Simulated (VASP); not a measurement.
Here is a VASP 6.6.1 calculation.

Contents of INCAR:

```
PREC = Accurate ; ENCUT = 520
EDIFF = 1E-6 ; ISMEAR = -1
SIGMA = 0.02 ; LREAL = F
LASPH = T ; NELM = 150
ALGO = Normal ; ISIF = 2
LWAVE = F ; LCHARG = T
MAGMOM = 0 0 0 0 0 0 ; LORBIT = 11
LSORBIT = T ; GGA_COMPAT = F
LORBMOM = T ; GGA = PE
LVHAR = T ; NBANDS = 32
```

File KPOINTS:

```
Automatic mesh
0
Gamma
  8 8 8
```

File POSCAR:

```
PbSe
1.0
    0.0000000000      3.0887022193      3.0887022193
    3.0887022193      0.0000000000      3.0887022193
    3.0887022193      3.0887022193      0.0000000000
Pb Se
1 1
Direct
    0.0000000000      0.0000000000      0.0000000000
    0.5000000000      0.5000000000      0.5000000000
```

Potentials or basis: VASP PAW PBE potentials, release 64 (Pb_d, Se).

Command:

```console
$ cat potpaw_PBE.64/Pb_d/POTCAR potpaw_PBE.64/Se/POTCAR > POTCAR
$ mpirun -np 1 vasp_ncl > vasp.out
```

Problem. What does it give for the pressure?

Solution. 0.7 GPa.

Problem. What does it give for the net moment?

Solution. 0.00 μB per cell.

Moments on the atoms (μB; x, y, z):
```
Pb  0.00 0.00 0.00
Se  0.00 0.00 0.00
```
